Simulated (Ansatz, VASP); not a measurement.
**One calculation of Sb, two programs**

```
Sb
1.0
     5.54748    0.00000    0.00000
    -2.77374    4.80426    0.00000
     0.00000    0.00000    3.30810
Sb
3
Direct
  0.00000 0.00000 0.00000
  0.33333 0.66667 0.50000
  0.66667 0.33333 0.50000
```

Alike in both runs: task single point; functional RPBE; k mesh 8 × 8 × 11; occupations fermi-dirac, width 0.1 eV; no spin polarisation.

```csv
,VASP,Ansatz
version,VASP 6.6.1,Ansatz 0.2.0
potentials or method,"VASP PAW PBE potentials, release 64 (Sb), cutoff 520 eV","plane waves (420 eV) with PAW, scalar-relativistic"
valence electrons in the cell,15,45
```

VASP gave:

| Item | Value |
| --- | --- |
| pressure (GPa) | -2.2 |
| traceless stress, the component that is largest in VASP (GPa) | -0.87 |

Q: What did Ansatz give for the same quantities?

A: Pressure (GPa): -2.1; traceless stress, the component that is largest in VASP (GPa): -0.87.

VASP's potentials were made for PBE, not for RPBE. VASP's potentials hold 15 valence electrons a cell and Ansatz's 45, so a difference there can come from the potentials and not from the codes.

Spin-orbit coupling is off throughout.
